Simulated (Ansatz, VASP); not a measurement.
## One calculation of SiO2, two programs

```xyz
36
Lattice="7.4462 0.0000 0.0000 0.0000 7.4462 0.0000 0.0000 0.0000 8.5838" Properties=species:S:1:pos:R:3 pbc="T T T"
Si    2.3971    0.8659    2.2372
Si    2.8572    6.1202    8.6751
Si    5.0491    6.5803    6.5291
Si    4.5890    1.3260    4.3832
Si    6.1202    2.8572   -0.0913
Si    6.5803    5.0491    2.0547
Si    1.3260    4.5890    4.2006
Si    0.8659    2.3971    6.3466
Si    3.0507    3.0507    0.0000
Si    0.6724    6.7738    6.4379
Si    4.3955    4.3955    4.2919
Si    6.7738    0.6724    2.1460
O     3.2127    0.9450    3.6266
O     2.7781    6.9358    1.4807
O     4.2335    6.5012    7.9185
O     4.6681    0.5104    5.7726
O     6.9358    2.7781    7.1031
O     6.5012    4.2335    0.6653
O     0.5104    4.6681    2.8112
O     0.9450    3.2127    4.9572
O     0.8412    0.8988    2.6460
O     2.8243    4.5643    0.5001
O     6.6050    6.5474    6.9379
O     4.6219    2.8819    4.7920
O     4.5643    2.8243    8.0837
O     6.5474    6.6050    1.6459
O     2.8819    4.6219    3.7918
O     0.8988    0.8412    5.9378
O     2.7305    2.1218    1.2782
O     1.6013    6.4536    7.7160
O     4.7157    5.3244    5.5701
O     5.8449    0.9926    3.4241
O     6.4536    1.6013    0.8678
O     5.3244    4.7157    3.0137
O     0.9926    5.8449    5.1597
O     2.1218    2.7305    7.3056
```

Alike in both runs: functional PBE; k mesh 4 × 4 × 3; occupations fermi-dirac, width 0.02 eV; no spin polarisation.

Ansatz relaxed the structure, and its values are those at the end. VASP's run is a single point on that final structure, the one shown.

|  | VASP | Ansatz |
| --- | --- | --- |
| version | VASP 6.6.1 | Ansatz 0.2.0 |
| potentials or method | VASP PAW PBE potentials, release 64 (Si, O) | plane-wave PAW, scalar-relativistic |
| plane-wave cutoff (eV) | 520 | 420 |
| valence electrons in the cell | 192 | 192 |

Ansatz gave:

* gap on the k mesh at the Fermi level (eV): 5.74
* pressure (GPa): 4.3
* rms of the force components (eV/Å): 0.005

Question: What did VASP give for the same quantities?

Answer: gap on the k mesh at the Fermi level (eV): 5.74; pressure (GPa): 4.4; rms of the force components (eV/Å): 0.016.

With one functional, cell and mesh, what is left measures potentials, basis and numerics. Ansatz's warnings: stress scf threshold loose.
